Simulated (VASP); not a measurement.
## WS2: single point with PBE

Crystal: WS2.

```
CELL_PARAMETERS angstrom
3.18778 0.00000 0.00000
-1.59389 2.76070 0.00000
0.00000 0.00000 14.77497
ATOMIC_POSITIONS crystal
W 0.33333 0.66667 0.25000
W 0.66667 0.33333 0.75000
S 0.30709 0.64746 0.64367
S 0.66667 0.33333 0.14367
S 0.35957 0.68588 0.85633
S 0.66667 0.33333 0.35633
```

This cell differs from its parent crystal: atoms displaced along a vibrational mode.

```json
{
 "Program": "VASP 6.6.1",
 "Task": "single point",
 "Functional": "PBE",
 "Potentials or basis": "VASP PAW PBE potentials, release 64 (W_sv, S)",
 "Cutoff": "520 eV",
 "k mesh": "12 × 12 × 2",
 "Occupations": "gaussian, width 0.05 eV",
 "Spin": "no spin polarisation"
}
```

```json
{"Pressure": "0.1 GPa", "Largest force": "0.761 eV/Å", "Band gap on the k mesh": "1.62 eV (least direct gap 1.79 eV)"}
```

Forces in eV/Å, atoms in the order of the input:
```
W    0.000  0.000  0.000
W   -0.089  0.000  0.006
S    0.557  0.513 -0.076
S    0.000  0.000 -0.004
S   -0.469 -0.513  0.070
S    0.000  0.000  0.004
```

Stress tensor (GPa, compression positive):
```
 0.06  0.01 -1.98
 0.01  0.06 -1.98
-1.98 -1.98  0.25
```

Levels at points of the mesh, in eV from the valence-band top:
| k point | band 22 | band 23 | band 24 | band 25 | band 26 | band 27 | band 28 | band 29 | band 30 | band 31 |
| --- | --- | --- | --- | --- | --- | --- | --- | --- | --- | --- |
| (0.00, 0.00, 0.00) | -1.81 | -1.80 | -1.80 | -0.43 | 0.00 | 2.56 | 2.58 | 2.68 | 2.68 | 2.83 |
| (0.50, 0.00, 0.00) | -2.33 | -1.47 | -1.45 | -1.12 | -1.08 | 2.63 | 2.65 | 3.06 | 3.12 | 3.72 |
| (0.00, 0.50, 0.00) | -2.33 | -1.47 | -1.45 | -1.12 | -1.09 | 2.63 | 2.65 | 3.05 | 3.12 | 3.72 |
| (0.50, 0.50, 0.00) | -2.33 | -1.47 | -1.45 | -1.12 | -1.10 | 2.63 | 2.65 | 3.05 | 3.12 | 3.73 |
| (0.00, 0.00, 0.50) | -1.81 | -1.80 | -1.80 | -0.19 | -0.18 | 2.56 | 2.58 | 2.68 | 2.68 | 2.83 |
| (0.50, 0.00, 0.50) | -2.33 | -1.47 | -1.46 | -1.11 | -1.08 | 2.63 | 2.65 | 3.08 | 3.09 | 3.82 |
| (0.00, 0.50, 0.50) | -2.33 | -1.47 | -1.45 | -1.11 | -1.09 | 2.63 | 2.65 | 3.08 | 3.09 | 3.83 |
| (0.50, 0.50, 0.50) | -2.33 | -1.47 | -1.45 | -1.11 | -1.10 | 2.63 | 2.65 | 3.08 | 3.09 | 3.84 |

Run time: 8.2 min on 1 thread of Intel(R) Xeon(R) Platinum 8488C (Sapphire Rapids), on a shared host, peak memory 0.6 GiB.

Caveat: the cell differs from its parent crystal (atoms displaced along a vibrational mode); spin-orbit coupling is left out, which moves the levels of the heavy elements. A k mesh can miss the band edges.
